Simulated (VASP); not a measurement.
# Se (P6_3/mmc) in VASP: further runs, part 2 of 2

VASP 6.6.1. Earlier steps stand in the parts before.

### 4 Single point, PBE

This run uses another cell than the first one, of 17.63 Å³/atom, 1.254 times its volume.

INCAR

```
SYSTEM = Se
  PREC = Accurate
  ENCUT = 520
  EDIFF = 1E-6
  ISMEAR = -1
  SIGMA = 0.01
  LREAL = .False.
  LASPH = .True.
  NELM = 100
  ALGO = Normal
  ISIF = 2
  LWAVE = .False.
  LCHARG = .True.
  GGA = PE
  LELF = .True.
  LVHAR = .True.
  NBANDS = 13
```

KPOINTS

```
Automatic mesh
0
Gamma
  6 6 4
  0 0 0
```

POSCAR

```
Se
1.0
    3.2518434475      0.0000000000      0.0000000000
   -1.6259217237      2.8161790347      0.0000000000
    0.0000000000      0.0000000000      3.8497723949
Se
2
Direct
    0.3333333333      0.6666666667      0.2500000000
    0.6666666667      0.3333333333      0.7500000000
```

Potentials or basis: VASP PAW PBE potentials, release 64 (Se).

Started as:

```console
$ cat potpaw_PBE.64/Se/POTCAR > POTCAR
$ mpirun -np 1 vasp_std > vasp.out
```

OUTCAR:

```text
SYSTEM = Se
   PREC = Accurate
   ENCUT = 520
   EDIFF = 1E-6
   ISMEAR = -1
   LREAL = .False.
   LASPH = .True.
   NELM = 100
   ISIF = 2
   GGA = PE

 ion  position               nearest neighbor table
   1  0.333  0.667  0.250-   2 2.69   2 2.69   2 2.69   2 2.69   2 2.69   2 2.69
   2  0.667  0.333  0.750-   1 2.69   1 2.69   1 2.69   1 2.69   1 2.69   1 2.69

  LATTYP: Found a hexagonal cell.
 ALAT       =     3.2518434475
 C/A-ratio  =     1.1838738417

  Lattice vectors:

 A1 = (   3.2518434475,   0.0000000000,   0.0000000000)
 A2 = (  -1.6259217237,   2.8161790347,   0.0000000000)
 A3 = (   0.0000000000,   0.0000000000,   3.8497723949)

Analysis of symmetry for initial positions (statically):
=====================================================================
 Subroutine PRICEL returns:
 Original cell was already a primitive cell.

 Routine SETGRP: Setting up the symmetry group for a
 hexagonal supercell.

 Subroutine GETGRP returns: Found 24 space group operations
 (whereof 12 operations were pure point group operations)
 out of a pool of 24 trial point group operations.

The static configuration has the point symmetry D_3d.
[... 171 lines left out ...]
      5       5.9667      2.00000
      6       9.2364      0.00000
      7       9.2364      0.00000
      8      11.8275      0.00000
      9      12.6331      0.00000
     10      16.2188      0.00000
     11      18.1186      0.00000
     12      18.1186      0.00000
     13      20.0087      0.00000
[... 306 lines left out ...]
  band No.  band energies     occupation
      1      -5.5141      2.00000
      2      -5.5141      2.00000
      3       0.0605      2.00000
      4       0.0605      2.00000
      5       2.6532      2.00000
      6       2.6532      2.00000
      7      11.9246      0.00000
      8      11.9246      0.00000
      9      19.0897      0.00000
     10      19.0897      0.00000
     11      20.6674      0.00000
     12      20.6674      0.00000
     13      21.6057      0.00000

------------------------ aborting loop because EDIFF is reached ----------------------------------------

  FORCE on cell =-STRESS in cart. coord.  units (eV):
  Direction    XX          YY          ZZ          XY          YZ          ZX
  --------------------------------------------------------------------------------------
  -------------------------------------------------------------------------------------
  Total        4.4249244      4.4249244      4.4362073      0.0000000      0.0000000      0.0000000
  in kB      201.0904737    201.0904737    201.6032210      0.0000000      0.0000000      0.0000000
  external PRESSURE =     201.2613894 kB  Pullay stress =       0.0000000 kB

 VOLUME and BASIS-vectors are now :
 -----------------------------------------------------------------------------
  energy-cutoff  :      520.00
  volume of cell :       35.26
      direct lattice vectors                 reciprocal lattice vectors
     3.251843448  0.000000000  0.000000000     0.307517879  0.177545530  0.000000000
    -1.625921724  2.816179035  0.000000000     0.000000000  0.355091061  0.000000000
     0.000000000  0.000000000  3.849772395     0.000000000  0.000000000  0.259755616

 POSITION                                       TOTAL-FORCE (eV/Angst)
 -----------------------------------------------------------------------------------
     -0.00000      1.87745      0.96244         0.000000      0.000000      0.000000
      1.62592      0.93873      2.88733        -0.000000     -0.000000      0.000000
 -----------------------------------------------------------------------------------
    total drift:                               -0.000000      0.000000      0.000000

  FREE ENERGIE OF THE ION-ELECTRON SYSTEM (eV)
  ---------------------------------------------------
  free  energy   TOTEN  =        -5.7996542139 eV

  energy  without entropy=       -5.7996529676  energy(sigma->0) =       -5.79965359
```

Wall time 6.8 s (1 thread of Intel Xeon Platinum 8259CL at 2.50GHz (Skylake/Cascade Lake), shared host); peak memory 0.14 GiB.

What came out:

- Free energy: -5.7997 eV
- Pressure: 20.1 GPa
- Band gap on the k mesh: zero (band 6 reaches 9.24 eV, above the bottom of band 7 at 5.28 eV)

Levels at points of the mesh, in eV from the Fermi level:
```csv
k point,band 3,band 4,band 5,band 6,band 7,band 8,band 9,band 10
"(0.00, 0.00, 0.00)",-7.06,-1.62,-1.62,1.65,1.65,4.24,5.05,8.63
"(0.50, 0.00, 0.00)",-5.27,-4.06,-3.98,-2.02,-1.35,2.80,3.24,9.48
"(0.00, 0.00, 0.50)",-0.08,-0.08,0.09,0.09,0.09,0.09,8.72,8.72
"(0.50, 0.00, 0.50)",-7.92,-7.92,-1.66,-1.66,1.28,1.28,8.69,8.69
```

Caveat: the k points lie up to 0.41 Å⁻¹ apart.

### 5 Single point, PBE

This run uses another cell than the first one, of 21.90 Å³/atom, 1.558 times its volume.

INCAR

```
ALGO = Normal ; EDIFF = 1E-6
ENCUT = 520 ; GGA = PE
ISIF = 2 ; ISMEAR = -1
LASPH = True ; LCHARG = False
LREAL = False ; LWAVE = False
NBANDS = 13 ; NELM = 100
PREC = Accurate ; SIGMA = 0.01
```

KPOINTS

```
k-points
0
Gamma
  6 6 4
```

POSCAR

```
Se
1.0
    3.5947483960      0.0000000000      0.0000000000
   -1.7973741980      3.1131434311      0.0000000000
    0.0000000000      0.0000000000      3.9140091660
Se
2
Direct
    0.3333333333      0.6666666667      0.2500000000
    0.6666666667      0.3333333333      0.7500000000
```

Started as:

```console
$ cat potpaw_PBE.64/Se/POTCAR > POTCAR
$ mpirun -np 1 vasp_std > vasp.out
```

Run time: 8.6 s. Hardware: 1 thread of Intel Xeon Platinum 8259CL at 2.50GHz (Skylake/Cascade Lake), shared host; peak memory 0.15 GiB.

The run converged. Its results:

```
Free energy            : -6.2266 eV
Pressure               : 0.1 GPa
Band gap on the k mesh : zero (band 6 reaches 5.83 eV, above the bottom of band 7 at 3.13 eV)
```

Levels at points of the mesh, in eV from the Fermi level:
| k point | band 2 | band 3 | band 4 | band 5 | band 6 | band 7 | band 8 | band 9 | band 10 | band 11 |
| --- | --- | --- | --- | --- | --- | --- | --- | --- | --- | --- |
| (0.00, 0.00, 0.00) | -10.09 | -4.88 | -1.80 | -1.80 | 1.18 | 1.18 | 3.73 | 4.54 | 7.69 | 10.26 |
| (0.50, 0.00, 0.00) | -12.15 | -4.10 | -3.44 | -2.70 | -0.84 | -0.50 | 2.41 | 4.35 | 9.82 | 9.90 |
| (0.00, 0.00, 0.50) | -13.80 | -0.70 | -0.70 | -0.25 | -0.25 | -0.25 | -0.25 | 8.58 | 8.58 | 8.58 |
| (0.50, 0.00, 0.50) | -12.63 | -6.03 | -6.03 | -1.33 | -1.33 | 1.38 | 1.38 | 8.86 | 8.86 | 13.57 |

Caveat: the k points lie up to 0.40 Å⁻¹ apart.

### 6 Relaxation of cell and atoms, PBE

This run uses another cell than the first one, of 21.07 Å³/atom, 1.498 times its volume.

INCAR

```
SYSTEM = Se
ALGO     = Normal         ! electronic algorithm
EDIFF    = 1E-6           ! SCF threshold, eV
EDIFFG   = -0.03          ! ionic threshold
ENCUT    = 600            ! plane-wave cutoff, eV
GGA      = PE             ! functional
IBRION   = 2              ! ionic algorithm
ISIF     = 3              ! what is computed and relaxed
ISMEAR   = -1             ! smearing method
LASPH    = .TRUE.         ! aspherical terms in the spheres
LCHARG   = .FALSE.        ! write CHGCAR
LREAL    = .FALSE.        ! projectors in reciprocal space
LWAVE    = .FALSE.        ! write WAVECAR
NELM     = 60             ! most SCF steps
NSW      = 80             ! ionic steps
PREC     = Accurate       ! precision mode
SIGMA    = 0.01           ! smearing width, eV
```

KPOINTS

```
k-points
0
G
  6 6 4
  0 0 0
```

POSCAR

```
Se
1.0
    3.1000000000      0.0000000000      0.0000000000
   -1.5500000000      2.6846787517      0.0000000000
    0.0000000000      0.0000000000      5.0623000000
Se
2
Direct
    0.3333333333      0.6666666667      0.2500000000
    0.6666666667      0.3333333333      0.7500000000
```

Potentials or basis: VASP PAW PBE potentials, release 64 (Se).

Started as:

```console
$ cat potpaw_PBE.64/Se/POTCAR > POTCAR
$ mpirun -np 1 vasp_std > vasp.out
```

Wall time 1.8 min (1 thread of Intel Xeon Platinum 8259CL at 2.50GHz (Skylake/Cascade Lake), shared host); peak memory 0.18 GiB.

Results (log left out):

| Property | Result |
| --- | --- |
| Free energy | -6.2263 eV |
| Relaxed volume | 21.94 Å³/atom |
| Relaxed cell | a = 3.597 Å, b = 3.597 Å, c = 3.916 Å, α = 90.00°, β = 90.00°, γ = 120.00° |
| Space group after relaxing (to 0.05 Å) | P6_3/mmc (No. 194) |
| Energy gained by relaxing | 359.3 meV/atom |
| Ionic steps | 18 |
| Pressure after relaxing | -0.1 GPa |
| Band gap on the k mesh | zero (band 6 reaches 5.81 eV, above the bottom of band 7 at 3.11 eV) |

Step by step:
```tsv
step	energy change (eV)	largest force (eV/Å)	pressure (GPa)	volume (Å³)
1	0.0000	0.0000	-1.55	42.13
2	-0.1019	0.0000	0.50	40.86
3	-0.3786	0.0000	12.89	36.59
4	-0.3940	0.0000	5.80	38.11
5	-0.3996	0.0000	9.60	37.31
6	-0.4276	0.0000	9.78	37.44
7	-0.5197	0.0000	10.28	37.78
8	-0.4582	0.0000	14.71	38.15
9	-0.5357	0.0000	12.05	38.03
10	-0.5471	0.0000	11.18	37.95
11	-0.6171	0.0000	7.96	39.15
12	-0.7080	0.0000	1.27	42.59
13	-0.7137	0.0000	-0.22	43.60
14	-0.7138	0.0000	-0.42	43.75
15	-0.7158	0.0000	-0.42	43.81
16	-0.7182	0.0000	-0.29	43.95
17	-0.7184	0.0000	-0.27	44.00
18	-0.7185	0.0000	-0.10	43.89
```

Final structure:
```cif
data_structure
_symmetry_space_group_name_H-M 'P 1'
_symmetry_Int_Tables_number 1
_cell_length_a 3.5975
_cell_length_b 3.5975
_cell_length_c 3.9159
_cell_angle_alpha 90.000
_cell_angle_beta 90.000
_cell_angle_gamma 120.000
_cell_volume 43.89
loop_
_atom_site_label
_atom_site_type_symbol
_atom_site_fract_x
_atom_site_fract_y
_atom_site_fract_z
_atom_site_occupancy
Se1 Se 0.33333 0.66667 0.25000 1
Se2 Se 0.66667 0.33333 0.75000 1
```

Levels at points of the mesh, in eV from the Fermi level:
```tsv
k point	band 4	band 5	band 6	band 7	band 8	band 9
(0.00, 0.00, 0.00)	-1.80	-1.80	1.18	1.18	3.71	4.54
(0.50, 0.00, 0.00)	-3.43	-2.69	-0.84	-0.50	2.40	4.36
(0.00, 0.00, 0.50)	-0.71	-0.25	-0.25	-0.25	-0.25	8.58
(0.50, 0.00, 0.50)	-6.02	-1.33	-1.33	1.38	1.38	8.85
```

Caveat: the k points lie up to 0.40 Å⁻¹ apart in the final cell.

### 7 The runs side by side

| task | cell | cutoff (eV) | gap on the mesh (eV) | pressure (GPa) |
| --- | --- | --- | --- | --- |
| single point | a = 2.755, b = 2.755, c = 4.279 Å, angles 90.0, 90.0, 120.0°, 2 atoms | 520 | none | 60.5 |
| single point | a = 2.973, b = 2.973, c = 4.017 Å, angles 90.0, 90.0, 120.0°, 2 atoms | 520 | none | 40.3 |
| single point | a = 3.252, b = 3.252, c = 3.850 Å, angles 90.0, 90.0, 120.0°, 2 atoms | 520 | none | 20.1 |
| single point | a = 3.595, b = 3.595, c = 3.914 Å, angles 90.0, 90.0, 120.0°, 2 atoms | 520 | none | 0.1 |
| relaxation of cell and atoms | relaxed from a = 3.100, b = 3.100, c = 5.062 Å, angles 90.0, 90.0, 120.0°, 2 atoms | 600 | none | -0.1 |

Alike in all rows: level PBE; potentials or basis VASP PAW PBE potentials, release 64 (Se); no spin polarisation; k mesh 6 × 6 × 4; smearing fermi-dirac 0.01 eV.

Caveats: all runs use coarse meshes.

Total energies depend on the potentials used, so only differences within one code and one set of settings carry meaning.
